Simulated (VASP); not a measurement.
AlN: single point with HSE06

The system is AlN.

```
Al N
1.0
     3.13434    0.00000    0.00000
    -1.56717    2.71442    0.00000
     0.00000    0.00000    5.02285
Al N
2 2
Direct
  0.33333 0.66667 0.99915
  0.66667 0.33333 0.49915
  0.33333 0.66667 0.38085
  0.66667 0.33333 0.88085
```

- Program: VASP 6.6.1
- Task: single point
- Functional: HSE06
- Potentials or basis: VASP PAW PBE potentials, release 64 (Al, N)
- Cutoff: 520 eV
- k mesh: 6 × 6 × 4
- Occupations: gaussian, width 0.02 eV
- Spin: no spin polarisation
- Dipole correction: no
- Grid for exact exchange (PRECFOCK): Normal
- Further INCAR settings: ALGO = Normal; EDIFF = 1e-06; NBANDS = 16
- Share of exact exchange: 0.25
- Screening parameter: 0.2079 1/Å

```
Pressure               : -6.1 GPa
Largest force          : 0.010 eV/Å
Band gap on the k mesh : 5.33 eV
```

Forces in eV/Å, atoms in the order of the input:
```
Al   0.000  0.000  0.010
Al   0.000  0.000  0.010
N    0.000  0.000 -0.010
N    0.000  0.000 -0.010
```

Stress tensor (GPa, compression positive):
```
-6.18  0.00  0.00
 0.00 -6.18  0.00
 0.00  0.00 -6.03
```

Levels at points of the mesh, in eV from the valence-band top:
| k point | band 6 | band 7 | band 8 | band 9 | band 10 | band 11 |
| --- | --- | --- | --- | --- | --- | --- |
| (0.00, 0.00, 0.00) | -0.23 | -0.23 | 0.00 | 5.33 | 7.91 | 12.26 |
| (0.50, 0.00, 0.00) | -2.27 | -1.86 | -0.76 | 7.08 | 7.10 | 9.50 |
| (0.00, 0.00, 0.50) | -0.60 | -0.60 | -0.60 | 7.73 | 7.73 | 11.79 |
| (0.50, 0.00, 0.50) | -1.59 | -1.47 | -1.47 | 6.55 | 6.55 | 10.63 |

Wall time 40 min on 1 thread of Intel Xeon 8259CL, on a shared host, peak memory 0.27 GiB.

Caveat: the cell stands under tension; the PAW data sets were made with another functional, which shifts forces and pressure a little.
